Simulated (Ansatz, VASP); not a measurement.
# SnSe: VASP beside Ansatz

File INCAR:

```
SYSTEM = SnSe
PREC     = Accurate       ! precision mode
ENCUT    = 500            ! plane-wave cutoff, eV
EDIFF    = 1E-6           ! SCF threshold, eV
ISMEAR   = -1             ! smearing method
SIGMA    = 0.05           ! smearing width, eV
LREAL    = .FALSE.        ! projectors in reciprocal space
LASPH    = .TRUE.         ! aspherical terms in the spheres
NELM     = 120            ! most SCF steps
ALGO     = Normal         ! electronic algorithm
ISIF     = 2              ! what is computed and relaxed
LWAVE    = .FALSE.        ! write WAVECAR
LCHARG   = .TRUE.         ! write CHGCAR
GGA      = PE             ! functional
LELF     = .TRUE.         ! ELF
LVHAR    = .TRUE.       
NBANDS   = 17             ! bands
GGA_COMPAT= .FALSE.
```

Contents of KPOINTS:

```
Automatic mesh
0
G
  11 11 11
  0 0 0
```

POSCAR

```
SnSe
1.0
    0.0000000000      3.3889699714      3.3889699714
    3.3889699714      0.0000000000      3.3889699714
    3.3889699714      3.3889699714      0.0000000000
Sn Se
1 1
Direct
    0.0000000000      0.0000000000      0.0000000000
    0.2500000000      0.2500000000      0.2500000000
```

Input for Ansatz:

```yaml
crystal:
  lattice:
    - [0.0, 3.3889699714, 3.3889699714]
    - [3.3889699714, 0.0, 3.3889699714]
    - [3.3889699714, 3.3889699714, 0.0]
  atoms:
    - { symbol: Sn, position: [0.0, 0.0, 0.0] }
    - { symbol: Se, position: [0.25, 0.25, 0.25] }
kpoints:
  mp_grid: { grid: [11, 11, 11] }
scf:
  occupations: { method: fermi_dirac, width: 0.05 }
hamiltonian:
  xc: pbe
  pseudopotentials: { kind: all_electron, datasets: crystal }
output:
  forces: true
  stress: true
  eigenvalues: true
```

Change from the starting cell: volume scaled by 1, crystal datasets.

Alike in both runs: task single point; functional PBE; k mesh 11 × 11 × 11; occupations fermi-dirac, width 0.05 eV; no spin polarisation.

|  | VASP | Ansatz |
| --- | --- | --- |
| version | VASP 6.6.1 | Ansatz 0.2.0 |
| potentials or method | VASP PAW PBE potentials, release 64 (Sn_d, Se), cutoff 500 eV | all-electron PAW with datasets made for the crystal, scalar-relativistic |

|  | VASP | Ansatz | Ansatz less VASP |
| --- | --- | --- | --- |
| pressure (GPa) | 0.0 | 0.0 | 0.00 |

Ansatz ran all-electron here, and VASP with PAW potentials.
